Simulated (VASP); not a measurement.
Wanted: the native input for a VASP 6.6.1 run.

| Quantity | Value |
| --- | --- |
| Task | single point |
| Functional | LDA |
| Potentials or basis | VASP PAW LDA potentials, release 64 (Cs_sv, H) |
| Cutoff | 520 eV |
| k mesh | 8 × 8 × 8 |
| Occupations | gaussian, width 0.05 eV |
| Spin | no spin polarisation |
| Dipole correction | no |
| Further INCAR settings | ALGO = Normal; EDIFF = 1e-06; NBANDS = 12 |

The structure of CsH lies in POSCAR:

```
CsH
1.0
    3.8184085400      0.0000000000      0.0000000000
    0.0000000000      3.8184085400      0.0000000000
    0.0000000000      0.0000000000      4.0475130524
Cs H
1 1
Direct
    0.0000000000      0.0000000000      0.0000000000
    0.5000000000      0.5000000000      0.5000000000
```

This cell differs from its parent crystal: strain +0.0600 x Voigt [0, 0, 1, 0, 0, 0].

One way to write it, as run:

INCAR

```
ALGO = Normal
EDIFF = 1E-6
ENCUT = 520
GGA = CA
ISIF = 2
ISMEAR = 0
LASPH = True
LCHARG = True
LELF = True
LREAL = False
LVHAR = True
LWAVE = False
NBANDS = 12
NELM = 60
PREC = Accurate
SIGMA = 0.05
```

KPOINTS

```
k-points
0
Gamma
  8 8 8
```

Potentials or basis: VASP PAW LDA potentials, release 64 (Cs_sv, H).

Command:

```bash
$ cat potpaw_LDA.64/Cs_sv/POTCAR potpaw_LDA.64/H/POTCAR > POTCAR
$ mpirun -np 1 vasp_std > vasp.out
```

It gave:

```yaml
Pressure: -2.3 GPa
Band_gap_on_the_k_mesh: 2.00 eV, indirect (least direct gap 2.19 eV)
```

Caveat: the cell differs from its parent crystal (strain +0.0600 x Voigt [0, 0, 1, 0, 0, 0]); spin-orbit coupling is left out, which moves the levels of the heavy elements.

It took 32 s on 1 thread of AMD EPYC 7R43 64-Core Processor (Zen 3), on a shared host, peak memory 0.14 GiB.
